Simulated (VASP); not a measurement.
Input of a VASP 6.6.1 run:

Contents of INCAR:

```
SYSTEM = Be7S
PREC     = Accurate       ! precision mode
ENCUT    = 600            ! plane-wave cutoff, eV
EDIFF    = 1E-6           ! SCF threshold, eV
ISMEAR   = 0              ! smearing method
SIGMA    = 0.2            ! smearing width, eV
LREAL    = .FALSE.        ! projectors in reciprocal space
LASPH    = .TRUE.         ! aspherical terms in the spheres
NELM     = 120            ! most SCF steps
ALGO     = Normal         ! electronic algorithm
ISIF     = 2              ! what is computed and relaxed
LWAVE    = .FALSE.        ! write WAVECAR
LCHARG   = .FALSE.        ! write CHGCAR
GGA      = PE             ! functional
NBANDS   = 20             ! bands
GGA_COMPAT= .FALSE.
```

File KPOINTS:

```
Automatic mesh
0
G
  4 4 4
  0 0 0
```

The input POSCAR:

```
Be7S
1.0
    4.4635185246     -0.0000000025      0.0000000000
   -2.2317592602      3.8655204338      0.0000000000
    0.0000000000      0.0000000000      4.3844122150
Be S
7 1
Direct
    0.1681878392      0.3363756784      0.5000000000
    0.6636243216      0.8318121608      0.5000000000
    0.1681878392      0.8318121608      0.5000000000
    0.8363803095      0.1636196905      0.0000000000
    0.3272393809      0.1636196905      0.0000000000
    0.8363803095      0.6727606191      0.0000000000
    0.3333333333      0.6666666667      0.0000000000
    0.6666666667      0.3333333333      0.5000000000
```

Potentials or basis: VASP PAW PBE potentials, release 64 (Be, S).

The run is started by

```sh
$ cat potpaw_PBE.64/Be/POTCAR potpaw_PBE.64/S/POTCAR > POTCAR
$ mpirun -np 1 vasp_std > vasp.out
```

Q: Estimate the pressure.

A: 0.1 GPa.

Q: Estimate the largest force.

A: 0.012 eV/Å.

Stress tensor (GPa, compression positive):
```
-0.01  0.00  0.00
 0.00 -0.01  0.00
 0.00  0.00  0.25
```

Caveat: the k points lie up to 0.41 Å⁻¹ apart.
